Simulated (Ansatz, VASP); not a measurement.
# Two plane-wave programs on GaCo

```
Ga Co
1.0
     2.88310    0.00000    0.00000
     0.00000    2.88310    0.00000
     0.00000    0.00000    2.88310
Ga Co
1 1
Direct
  0.50000 0.50000 0.50000
  0.00000 0.00000 0.93063
```

Alike in both runs: task single point; functional PBEsol; k mesh 16 × 16 × 16; occupations gaussian, width 0.15 eV; no spin polarisation.

```csv
,VASP,Ansatz
version,VASP 6.6.1,Ansatz 0.2.0
potentials or method,"VASP PAW PBE potentials, release 64 (Ga_d, Co), cutoff 520 eV","scalar-relativistic, plane waves, PAW"
valence electrons in the cell,22,30
```

Ansatz gave:

```
gap on the k mesh at the Fermi level (eV)                     : none
pressure (GPa)                                                : -5.0
traceless stress, the component that is largest in VASP (GPa) : -1.69
rms of the force components (eV/Å)                            : 0.647
```

Question: Which values does VASP return?

Answer: gap on the k mesh at the Fermi level (eV): none; pressure (GPa): -4.8; traceless stress, the component that is largest in VASP (GPa): -1.70; rms of the force components (eV/Å): 0.652.

VASP's potentials were made for PBE, not for PBEsol. Atom by atom the forces differ by 0.004 eV/Å (rms over components). A gap of «none» marks a metal or a gap that the smearing closes. With one functional, cell and mesh, what is left measures potentials, basis and numerics. VASP's potentials hold 22 valence electrons a cell and Ansatz's 30, so a difference there can come from the potentials and not from the codes.
